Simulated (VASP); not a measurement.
MnSe, 2 atoms in the cell. It takes space group F-43m (No. 216, cubic). Conventional cell: a = 5.623 Å, b = 5.623 Å, c = 5.623 Å, α = 90.00°, β = 90.00°, γ = 90.00°. Mn (site symmetry -43m) has 4 Se at 2.43 Å within 3.2 Å. Se (site symmetry -43m) has 4 Mn at 2.43 Å within 3.2 Å. 

```yaml
Program: VASP 6.6.1
Task: single point
Functional: LDA
Potentials_or_basis: VASP PAW LDA potentials, release 64 (Mn_pv, Se)
Cutoff: 520 eV
k_mesh: 14 × 14 × 14
Occupations: gaussian, width 0.1 eV
Spin: collinear spin, ferromagnetic start
Starting_moments: "[4.17, 0.0] μB"
Dipole_correction: no
Further_INCAR_settings: ALGO = Normal; EDIFF = 1e-07; NBANDS = 20
```

Potentials or basis: VASP PAW LDA potentials, release 64 (Mn_pv, Se).

The run is started by

```sh
$ cat potpaw_LDA.64/Mn_pv/POTCAR potpaw_LDA.64/Se/POTCAR > POTCAR
$ mpirun -np 1 vasp_std > vasp.out
```

Hardware: 1 thread of Intel(R) Xeon(R) 6975P-C (Granite Rapids), on a shared host.

Q: Estimate the wall time of this run.

A: It took 90 s on 1 thread of Intel(R) Xeon(R) 6975P-C (Granite Rapids) (shared host), peak memory 0.26 GiB. Counts: scf iterations 16, k points 104.
